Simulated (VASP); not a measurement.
Wanted: the native input for a VASP 6.6.1 run.

| Item | Value |
| --- | --- |
| Task | single point |
| Functional | r2SCAN |
| Potentials or basis | VASP PAW PBE potentials, release 64 (Si, Ni) |
| Cutoff | 520 eV |
| k mesh | 2 × 2 × 2 |
| Occupations | gaussian, width 0.02 eV |
| Spin | no spin polarisation |
| Dipole correction | no |
| Further INCAR settings | LREAL = Auto; ALGO = Normal; EDIFF = 1e-06; NBANDS = 51 |

Crystal: Si16Ni (a cell with a defect).

```
Si Ni
1.0
     0.00000    5.44370   -5.44370
     5.44370    5.44370    0.00000
     5.44370    0.00000   -5.44370
Si Ni
16 1
Direct
  0.12770 0.13574 0.13575
  0.11916 0.64462 0.11706
  0.60080 0.13575 0.13574
  0.62451 0.62817 0.12281
  0.11916 0.11706 0.64462
  0.12611 0.62231 0.62231
  0.62451 0.12281 0.62817
  0.62927 0.62231 0.62231
  0.24911 0.76170 0.24815
  0.22868 0.27132 0.27132
  0.74104 0.76171 0.24815
  0.74461 0.25539 0.25539
  0.25493 0.74507 0.74507
  0.24911 0.24815 0.76171
  0.75104 0.74896 0.74896
  0.74104 0.24815 0.76170
  0.96443 0.03557 0.03557
```

The input as run:

POSCAR

```
Si16Ni
1.0
    0.0000000000      5.4437023800     -5.4437023800
    5.4437023800      5.4437023800      0.0000000000
    5.4437023800      0.0000000000     -5.4437023800
Si Ni
16 1
Direct
    0.1277014156      0.1357444710      0.1357532886
    0.1191593432      0.6446184518      0.1170629758
    0.6008008469      0.1357533804      0.1357443792
    0.6245100784      0.6281702711      0.1228121880
    0.1191591595      0.1170629758      0.6446184518
    0.1261051674      0.6223102888      0.6223148812
    0.6245075066      0.1228121880      0.6281702711
    0.6292696148      0.6223147894      0.6223103806
    0.2491084018      0.7617005322      0.2481489445
    0.2286803931      0.2713195720      0.2713195720
    0.7410417063      0.7617068698      0.2481453624
    0.7446055491      0.2553943811      0.2553943811
    0.2549331141      0.7450668161      0.7450668161
    0.2491060138      0.2481454543      0.7617067780
    0.7510353643      0.7489647147      0.7489647147
    0.7410421655      0.2481489445      0.7617005322
   -0.0355736751      0.0355736751      0.0355736751
```

INCAR.step1

```
PREC     = Accurate       # precision mode
ENCUT    = 520            # plane-wave cutoff, eV
ISMEAR   = 0              # smearing method
SIGMA    = 0.02           # smearing width, eV
LREAL    = Auto         
LASPH    = T              # aspherical terms in the spheres
NELM     = 60             # most SCF steps
NBANDS   = 51             # bands
GGA      = PE             # functional
ALGO     = Normal         # electronic algorithm
EDIFF    = 1E-4           # SCF threshold, eV
LWAVE    = T              # write WAVECAR
LCHARG   = F              # write CHGCAR
```

INCAR.step2

```
PREC     = Accurate       # precision mode
ENCUT    = 520            # plane-wave cutoff, eV
EDIFF    = 1E-6           # SCF threshold, eV
ISMEAR   = 0              # smearing method
SIGMA    = 0.02           # smearing width, eV
LREAL    = Auto         
LASPH    = T              # aspherical terms in the spheres
NELM     = 60             # most SCF steps
ALGO     = Normal         # electronic algorithm
ISIF     = 2              # what is computed and relaxed
LWAVE    = F              # write WAVECAR
LCHARG   = F              # write CHGCAR
METAGGA  = R2SCAN         # meta-GGA
LMIXTAU  = T            
NBANDS   = 51             # bands
ISTART   = 1
```

KPOINTS

```
Automatic mesh
0
Gamma
  2 2 2
```

Potentials or basis: VASP PAW PBE potentials, release 64 (Si, Ni).

Command:

```console
$ cat potpaw_PBE.64/Si/POTCAR potpaw_PBE.64/Ni/POTCAR > POTCAR
$ cp INCAR.step1 INCAR
$ mpirun -np 1 vasp_std > vasp.out
$ cp INCAR.step2 INCAR
$ mpirun -np 1 vasp_std > vasp.out
```

Results of the run:

```json
{"Pressure": "0.3 GPa", "Largest force": "0.027 eV/Å", "Band gap on the k mesh": "0.11 eV"}
```

Caveat: the k points lie up to 0.50 Å⁻¹ apart; the PAW data sets were made with another functional, which shifts forces and pressure a little.

Run time: 16 min on 1 thread of Intel(R) Xeon(R) Platinum 8259CL CPU @ 2.50GHz (Skylake/Cascade Lake), on a shared host, peak memory 0.54 GiB.
